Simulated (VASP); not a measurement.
Here is a VASP 6.6.1 calculation.

INCAR

```
PREC     = Accurate       # precision mode
ENCUT    = 600            # plane-wave cutoff, eV
EDIFF    = 1E-6           # SCF threshold, eV
ISMEAR   = 0              # smearing method
SIGMA    = 0.1            # smearing width, eV
LREAL    = False          # projectors in reciprocal space
LASPH    = True           # aspherical terms in the spheres
NELM     = 100            # most SCF steps
ALGO     = Normal         # electronic algorithm
ISIF     = 3              # what is computed and relaxed
LWAVE    = False          # write WAVECAR
LCHARG   = False          # write CHGCAR
GGA      = PE             # functional
IBRION   = 2              # ionic algorithm
NSW      = 90             # ionic steps
EDIFFG   = -0.04          # ionic threshold
```

The input KPOINTS:

```
Automatic mesh
0
Gamma
  6 6 2
```

File POSCAR:

```
Mg2ZnS3
1.0
    3.5730750563      0.0000000000      0.0000000000
    0.0000000000      3.5730750563      0.0000000000
    0.0000000000      0.0000000000     10.5529665841
Mg Zn S
2 1 3
Direct
    0.0000000000      0.0000000000      0.7814887950
    0.0000000000      0.0000000000      0.2185112050
    0.5000000000      0.5000000000      0.5000000000
    0.0000000000      0.0000000000      0.0000000000
    0.5000000000      0.5000000000      0.2921029346
    0.5000000000      0.5000000000      0.7078970654
```

Potentials or basis: VASP PAW PBE potentials, release 64 (Mg, Zn, S).

Run with:

```console
$ cat potpaw_PBE.64/Mg/POTCAR potpaw_PBE.64/Zn/POTCAR potpaw_PBE.64/S/POTCAR > POTCAR
$ mpirun -np 1 vasp_std > vasp.out
```

Predict the relaxed cell.

a = 3.565 Å, b = 3.565 Å, c = 10.574 Å, α = 90.00°, β = 90.00°, γ = 90.00°.

What does it give for the relaxed volume?

22.40 Å³/atom.

Estimate the space group after relaxing (to 0.1 Å).

P4/mmm (No. 123).

What does it give for the band gap on the k mesh?

Zero (bands 17 and 18 overlap by 0.24 eV).

Forces in eV/Å, atoms in the order of the input:
```
Mg   0.000  0.000  0.038
Mg   0.000  0.000 -0.038
Zn   0.000  0.000  0.000
S    0.000  0.000  0.000
S    0.000  0.000 -0.009
S    0.000  0.000  0.009
```

Caveat: semilocal functionals underestimate gaps, and a narrow one can read as zero.
